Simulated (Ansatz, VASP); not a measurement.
Cd: VASP beside Ansatz

Contents of INCAR:

```
PREC = Accurate
ENCUT = 520
EDIFF = 1E-6
ISMEAR = -1
SIGMA = 0.08
LREAL = F
LASPH = T
NELM = 100
ALGO = Normal
ISIF = 2
LWAVE = F
LCHARG = T
GGA = CA
LELF = T
LVHAR = T
NBANDS = 12
```

KPOINTS

```
regular mesh
0
Gamma
  17 17 17
```

File POSCAR:

```
Cd
1.0
    0.0000000000      1.9795110359      1.9795110359
    1.9795110359      0.0000000000      1.9795110359
    1.9795110359      1.9795110359      0.0000000000
Cd
1
Direct
    0.0000000000      0.0000000000      0.0000000000
```

Input for Ansatz:

```yaml
crystal:
  lattice:
    - [0.0, 1.9795110359, 1.9795110359]
    - [1.9795110359, 0.0, 1.9795110359]
    - [1.9795110359, 1.9795110359, 0.0]
  atoms:
    - { symbol: Cd, position: [0.0, 0.0, 0.0] }
kpoints:
  mp_grid: { grid: [17, 17, 17] }
scf:
  occupations: { method: fermi_dirac, width: 0.08 }
hamiltonian:
  xc: lda
  pseudopotentials: { kind: paw }
output:
  forces: true
  stress: true
  eigenvalues: true
```

Change from the starting cell: volume scaled by 0.777, to set the pressure.

Alike in both runs: task single point; functional LDA; k mesh 17 × 17 × 17; occupations fermi-dirac, width 0.08 eV; no spin polarisation.

|  | VASP | Ansatz |
| --- | --- | --- |
| version | VASP 6.6.1 | Ansatz 0.2.0 |
| potentials or method | VASP PAW LDA potentials, release 64 (Cd) | PAW with Ansatz's default frozen-core files, scalar-relativistic |
| plane-wave cutoff (eV) | 520 | 420 |
| valence electrons in the cell | 12 | 20 |

VASP gave:

```
pressure (GPa) : 37.7
```

Problem. What did Ansatz give for the same quantities?

Solution. Pressure (GPa): 35.5.

LDA's correlation is that of Perdew and Zunger in VASP and of Perdew and Wang (1992) in Ansatz. Both programs put the cell under a high pressure, so it lies far from rest at this level. VASP's potentials hold 12 valence electrons a cell and Ansatz's 20, so a difference there can come from the potentials and not from the codes.
